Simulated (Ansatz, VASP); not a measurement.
## Ta3AsAu2O13 in VASP and in Ansatz

INCAR

```
SYSTEM = Ta3AsAu2O13
PREC = Accurate
ENCUT = 520
EDIFF = 1E-6
ISMEAR = -1
SIGMA = 0.05
LREAL = Auto
LASPH = .True.
NELM = 80
ALGO = Normal
ISIF = 2
LWAVE = .False.
LCHARG = .False.
GGA = CA
NBANDS = 84
```

File KPOINTS:

```
regular mesh
0
Gamma
  4 4 2
  0 0 0
```

POSCAR

```
Ta3AsAu2O13
1.0
    5.4520400000      0.0000000000      0.0000000000
   -2.7260200000      4.7216100000      0.0000000000
    0.0000000000      0.0000000000      9.5790200000
Ta As Au O
3 1 2 13
Direct
    0.0000000000      0.0000000000      0.1940800000
    0.0000000000      0.0000000000      0.8059200000
    0.6666700000      0.3333300000      0.0000000000
    0.0000000000      0.0000000000      0.5000000000
    0.3333300000      0.6666700000      0.2742800000
    0.3333300000      0.6666700000      0.7257200000
    0.0000000000      0.0000000000      0.0000000000
    0.2394700000      0.9712900000      0.3640200000
    0.0287100000      0.2681800000      0.3640200000
    0.7318200000      0.7605300000      0.3640200000
    0.2394700000      0.9712900000      0.6359800000
    0.0287100000      0.2681800000      0.6359800000
    0.7318200000      0.7605300000      0.6359800000
    0.3845200000      0.3342500000      0.8584400000
    0.6657500000      0.0502600000      0.8584400000
    0.9497400000      0.6154800000      0.8584400000
    0.3845200000      0.3342500000      0.1415600000
    0.6657500000      0.0502600000      0.1415600000
    0.9497400000      0.6154800000      0.1415600000
```

Contents of input.yaml:

```yaml
crystal:
  lattice:
    - [5.45204, 0.0, 0.0]
    - [-2.72602, 4.72161, 0.0]
    - [0.0, 0.0, 9.57902]
  atoms:
    - { symbol: Ta, position: [0.0, 0.0, 0.19408] }
    - { symbol: Ta, position: [0.0, 0.0, 0.80592] }
    - { symbol: Ta, position: [0.66667, 0.33333, 0.0] }
    - { symbol: As, position: [0.0, 0.0, 0.5] }
    - { symbol: Au, position: [0.33333, 0.66667, 0.27428] }
    - { symbol: Au, position: [0.33333, 0.66667, 0.72572] }
    - { symbol: O, position: [0.0, 0.0, 0.0] }
    - { symbol: O, position: [0.23947, 0.97129, 0.36402] }
    - { symbol: O, position: [0.02871, 0.26818, 0.36402] }
    - { symbol: O, position: [0.73182, 0.76053, 0.36402] }
    - { symbol: O, position: [0.23947, 0.97129, 0.63598] }
    - { symbol: O, position: [0.02871, 0.26818, 0.63598] }
    - { symbol: O, position: [0.73182, 0.76053, 0.63598] }
    - { symbol: O, position: [0.38452, 0.33425, 0.85844] }
    - { symbol: O, position: [0.66575, 0.05026, 0.85844] }
    - { symbol: O, position: [0.94974, 0.61548, 0.85844] }
    - { symbol: O, position: [0.38452, 0.33425, 0.14156] }
    - { symbol: O, position: [0.66575, 0.05026, 0.14156] }
    - { symbol: O, position: [0.94974, 0.61548, 0.14156] }
kpoints:
  mp_grid: { grid: [4, 4, 2] }
  band_path:
    path:
      - [0.0, 0.0, 0.0]
      - [0.5, 0.0, 0.0]
      - [0.3333333333, 0.3333333333, 0.0]
      - [0.0, 0.0, 0.0]
      - [0.0, 0.0, 0.5]
      - [0.5, 0.0, 0.5]
      - [0.3333333333, 0.3333333333, 0.5]
      - [0.0, 0.0, 0.5]
    npoints: 12
scf:
  occupations: { method: fermi_dirac, width: 0.05 }
hamiltonian:
  xc: lda
  pseudopotentials: { kind: all_electron, lapw: { basis_error: 0.003 } }
output:
  forces: true
  stress: true
  eigenvalues: true
```

Alike in both runs: functional LDA; k mesh 4 × 4 × 2; occupations fermi-dirac, width 0.05 eV; no spin polarisation.

|  | VASP | Ansatz |
| --- | --- | --- |
| version | VASP 6.6.1 | Ansatz 0.2.0 |
| potentials or method | VASP PAW LDA potentials, release 64 (Ta_pv, As, Au, O), cutoff 520 eV | all-electron LAPW, scalar-relativistic |
| task | single point | band structure |

|  | VASP | Ansatz | Ansatz less VASP |
| --- | --- | --- | --- |
| gap on the k mesh at the Fermi level (eV) | none | none | - |
| pressure (GPa) | -10.2 | -11.0 | -0.87 |
| traceless stress, the component that is largest in VASP (GPa) | -0.04 | -0.40 | -0.357 |
| rms of the force components (eV/Å) | 0.163 | 0.176 | +0.0136 |

LDA's correlation is that of Perdew and Zunger in VASP and of Perdew and Wang (1992) in Ansatz. Atom by atom the forces differ by 0.031 eV/Å (rms over components). A gap of «none» marks a metal or a gap that the smearing closes. Ansatz ran all-electron here, and VASP with PAW potentials.

Spin-orbit coupling is off throughout. Noted on Ansatz's run: the k mesh is thin for a metal, which can move the energy by tens of meV per atom.
